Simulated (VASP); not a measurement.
# KF (Carobbiite) (I4/mmm) in VASP: notebook, part 2 of 2

VASP 6.6.1.

## (4) Single point, r2SCAN (biaxial xy strain +3.7%)

POSCAR reads:

```
KF
1.0
    0.0000000000      2.7568062834      2.6589566777
    2.7568062834      0.0000000000      2.6589566777
    2.7568062834      2.7568062834      0.0000000000
K F
1 1
Direct
    0.0000000000      0.0000000000      0.0000000000
    0.5000000000      0.5000000000      0.5000000000
```

INCAR.step1 reads:

```
ALGO = Normal
EDIFF = 1E-4
ENCUT = 520
GGA = PE
ISMEAR = 0
LASPH = T
LCHARG = F
LREAL = F
LWAVE = T
NBANDS = 15
NELM = 80
PREC = Accurate
SIGMA = 0.01
```

INCAR.step2 reads:

```
ALGO = Normal
EDIFF = 1E-6
ENCUT = 520
ISIF = 2
ISMEAR = 0
ISTART = 1
LASPH = T
LCHARG = T
LELF = T
LMIXTAU = T
LREAL = F
LVHAR = T
LWAVE = F
METAGGA = R2SCAN
NBANDS = 15
NELM = 80
PREC = Accurate
SIGMA = 0.01
```

KPOINTS reads:

```
k-points
0
Gamma
  8 8 8
```

Potentials or basis: VASP PAW PBE potentials, release 64 (K_sv, F).

Launch:

```bash
> cat potpaw_PBE.64/K_sv/POTCAR potpaw_PBE.64/F/POTCAR > POTCAR
> cp INCAR.step1 INCAR
> mpirun -np 1 vasp_std > vasp.out
> cp INCAR.step2 INCAR
> mpirun -np 1 vasp_std > vasp.out
```

OUTCAR:

```text
EDIFF = 1E-6
   ENCUT = 520
   ISIF = 2
   ISMEAR = 0
   ISTART = 1
   LASPH = T
   LREAL = F
   METAGGA = R2SCAN
   NELM = 80
   PREC = Accurate

 ion  position               nearest neighbor table
   1  0.000  0.000  0.000-   2 2.66   2 2.66   2 2.76   2 2.76   2 2.76   2 2.76
   2  0.500  0.500  0.500-   1 2.66   1 2.66   1 2.76   1 2.76   1 2.76   1 2.76

  LATTYP: Found a body centered tetragonal cell.
 ALAT       =     3.8987128348
 C/A-ratio  =     1.3640177106

  Lattice vectors:

 A1 = (   0.0000000000,  -2.7568062834,  -2.6589566777)
 A2 = (   0.0000000000,   2.7568062834,  -2.6589566777)
 A3 = (   2.7568062834,   0.0000000000,   2.6589566777)

Analysis of symmetry for initial positions (statically):
=====================================================================
 Subroutine PRICEL returns:
 Original cell was already a primitive cell.

 Routine SETGRP: Setting up the symmetry group for a
 body centered tetragonal supercell.

 Subroutine GETGRP returns: Found 16 space group operations
 (whereof 16 operations were pure point group operations)
 out of a pool of 16 trial point group operations.

The static configuration has the point symmetry D_4h.

[... 168 lines left out ...]
  band No.  band energies     occupation
      1     -30.7780      2.00000
      2     -23.2512      2.00000
      3     -13.3072      2.00000
      4     -13.3071      2.00000
      5     -13.2915      2.00000
      6      -3.5035      2.00000
      7      -3.5035      2.00000
      8      -3.4568      2.00000
      9       3.0370      0.00000
     10       7.7455      0.00000
     11       7.7456      0.00000
     12       7.9405      0.00000
     13       9.4063      0.00000
     14       9.7794      0.00000
[... 401 lines left out ...]
      2     -23.2915      2.00000
      3     -13.4988      2.00000
      4     -13.3692      2.00000
      5     -13.3435      2.00000
      6      -4.0066      2.00000
      7      -3.7081      2.00000
      8      -3.6547      2.00000
      9       5.4614      0.00000
     10       6.7017      0.00000
     11       8.8784      0.00000
     12       9.2117      0.00000
     13      10.4033      0.00000
     14      10.8087      0.00000
     15      14.3477      0.00000

 [... further k-points ...]
[... 5 lines left out ...]
  --------------------------------------------------------------------------------------
  -------------------------------------------------------------------------------------
  Total       -0.6641499     -0.6641499     -0.2487433      0.0000000      0.0000000      0.0000000
  in kB      -26.3283060    -26.3283060     -9.8607122      0.0000000      0.0000000      0.0000000
  external PRESSURE =     -20.8391080 kB  Pullay stress =       0.0000000 kB

 VOLUME and BASIS-vectors are now :
 -----------------------------------------------------------------------------
  energy-cutoff  :      520.00
  volume of cell :       40.42
      direct lattice vectors                 reciprocal lattice vectors
     0.000000000  2.756806283  2.658956678    -0.181369291  0.181369291  0.188043681
     2.756806283  0.000000000  2.658956678     0.181369291 -0.181369291  0.188043681
     2.756806283  2.756806283  0.000000000     0.181369291  0.181369291 -0.188043681

 POSITION                                       TOTAL-FORCE (eV/Angst)
 -----------------------------------------------------------------------------------
      0.00000      0.00000      0.00000         0.000000     -0.000000      0.000000
      2.75681      2.75681      2.65896         0.000000      0.000000      0.000000
 -----------------------------------------------------------------------------------
    total drift:                                0.000000      0.000000      0.000000

  FREE ENERGIE OF THE ION-ELECTRON SYSTEM (eV)
  ---------------------------------------------------
  free  energy   TOTEN  =       -14.9509280936 eV

  energy  without entropy=      -14.9509280936  energy(sigma->0) =      -14.95092809
```

Wall time 2.5 min (1 thread of AMD EPYC 7R43 (Zen 3), shared host); peak memory 0.14 GiB.

Results:

- Free energy: -14.9509 eV
- Pressure: -2.1 GPa
- Band gap on the k mesh: 6.49 eV, direct

Caveat: the cell differs from its parent crystal (biaxial xy strain +3.7%); the PAW data sets were made with another functional, which shifts forces and pressure a little. A k mesh can miss the band edges.

## (5) Overview

```csv
level,k mesh,smearing,gap on the mesh (eV),pressure (GPa)
PBE,4 × 4 × 4,gaussian 0.01 eV,5.84,-0.3
PBE,8 × 8 × 8,fermi-dirac 0.02 eV,5.84,-0.3
r2SCAN,8 × 8 × 8,gaussian 0.01 eV,6.49,-2.1
```

Alike in all rows: task single point; potentials or basis VASP PAW PBE potentials, release 64 (K_sv, F); no spin polarisation; cell as given; cutoff (eV) 520.

Caveats: some runs use coarse meshes; the PAW data sets were made with another functional, which shifts forces and pressure a little (some runs).

Total energies depend on the potentials used, so only differences within one code and one set of settings carry meaning.
